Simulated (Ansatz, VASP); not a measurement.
# CuS in VASP and in Ansatz

```
CELL_PARAMETERS angstrom
0.00000 2.56249 2.56249
2.56249 0.00000 2.56249
2.56249 2.56249 0.00000
ATOMIC_POSITIONS crystal
Cu 0.00000 0.00000 0.00000
S 0.25000 0.25000 0.25000
```

Alike in both runs: task single point; functional PBEsol; k mesh 14 × 14 × 14; occupations fermi-dirac, width 0.05 eV; no spin polarisation.

|  | VASP | Ansatz |
| --- | --- | --- |
| version | VASP 6.6.1 | Ansatz 0.2.0 |
| potentials or method | VASP PAW PBE potentials, release 64 (Cu, S), cutoff 520 eV | all-electron LAPW, scalar-relativistic |

|  | VASP | Ansatz | Ansatz less VASP |
| --- | --- | --- | --- |
| pressure (GPa) | 0.3 | 0.0 | -0.29 |

VASP's potentials were made for PBE, not for PBEsol. Ansatz ran all-electron here, and VASP with PAW potentials.
